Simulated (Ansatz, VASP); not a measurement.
## SiC3: VASP beside Ansatz

```xyz
4
Lattice="2.5113 0.0000 0.0000 -1.2557 2.1749 0.0000 0.0000 0.0000 6.7202" Properties=species:S:1:pos:R:3 pbc="T T T"
Si    0.0000    1.4499    3.3601
C     0.0000    1.4499    0.0000
C     1.2557    0.7250    0.8594
C     1.2557    0.7250    5.8608
```

Alike in both runs: functional PBE; k mesh 24 × 24 × 8; occupations gaussian, width 0.1 eV; no spin polarisation.

Ansatz relaxed the structure, and its values are those at the end. VASP's run is a single point on that final structure, the one shown.

```csv
,VASP,Ansatz
version,VASP 6.6.1,Ansatz 0.2.0
potentials or method,"VASP PAW PBE potentials, release 64 (Si, C), cutoff 520 eV","scalar-relativistic, plane waves, PAW"
valence electrons in the cell,16,16
```

|  | VASP | Ansatz | Ansatz less VASP |
| --- | --- | --- | --- |
| gap on the k mesh at the Fermi level (eV) | none | none | - |
| pressure (GPa) | 0.2 | 0.0 | -0.17 |
| rms of the force components (eV/Å) | 0.016 | 0.000 | -0.0156 |

A gap of «none» marks a metal or a gap that the smearing closes. With one functional, cell and mesh, what is left measures potentials, basis and numerics.
